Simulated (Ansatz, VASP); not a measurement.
**Two plane-wave programs on Sc**

File INCAR:

```
SYSTEM = Sc
ALGO     = Normal         ! electronic algorithm
EDIFF    = 1E-6           ! SCF threshold, eV
ENCUT    = 520            ! plane-wave cutoff, eV
GGA      = RP             ! functional
ISIF     = 2              ! what is computed and relaxed
ISMEAR   = -1             ! smearing method
LASPH    = .True.         ! aspherical terms in the spheres
LCHARG   = .False.        ! write CHGCAR
LREAL    = .False.        ! projectors in reciprocal space
LWAVE    = .False.        ! write WAVECAR
NBANDS   = 12             ! bands
NELM     = 80             ! most SCF steps
PREC     = Accurate       ! precision mode
SIGMA    = 0.1            ! smearing width, eV
```

Contents of KPOINTS:

```
k-points
0
Gamma
  13 13 13
  0 0 0
```

The input POSCAR:

```
Sc
1.0
   -1.8891813118      1.8891813118      1.8891813118
    1.8891813118     -1.8891813118      1.8891813118
    1.8891813118      1.8891813118     -1.8891813118
Sc
1
Direct
    0.0000000000      0.0000000000      0.0000000000
```

Input for Ansatz:

```yaml
crystal:
  lattice:
    - [-1.8891813118, 1.8891813118, 1.8891813118]
    - [1.8891813118, -1.8891813118, 1.8891813118]
    - [1.8891813118, 1.8891813118, -1.8891813118]
  atoms:
    - { symbol: Sc, position: [0.0, 0.0, 0.0] }
hamiltonian:
  xc: rpbe
  pseudopotentials:
    kind: paw
    azcp:
      Sc: "pseudopotentials/Sc.paw.azcp"
basis:
  ecutwfc: 420
  fft_grid_basis: typed
kpoints:
  mp_grid: { grid: [13, 13, 13], shift: [0, 0, 0] }
magnetization:
  spin_polarized: false
scf:
  occupations: { method: fermi_dirac, width: 0.1 }
  lower_state_search: "off"
output:
  stress: true
```

Alike in both runs: task single point; functional RPBE; k mesh 13 × 13 × 13; occupations fermi-dirac, width 0.1 eV; no spin polarisation.

```csv
,VASP,Ansatz
version,VASP 6.6.1,Ansatz 0.2.0
potentials or method,"VASP PAW PBE potentials, release 64 (Sc_sv), cutoff 520 eV","plane waves (420 eV) with PAW, scalar-relativistic"
valence electrons in the cell,11,11
```

```csv
,VASP,Ansatz,Ansatz less VASP
pressure (GPa),-1.8,-1.8,-0.02
```

VASP's potentials were made for PBE, not for RPBE.
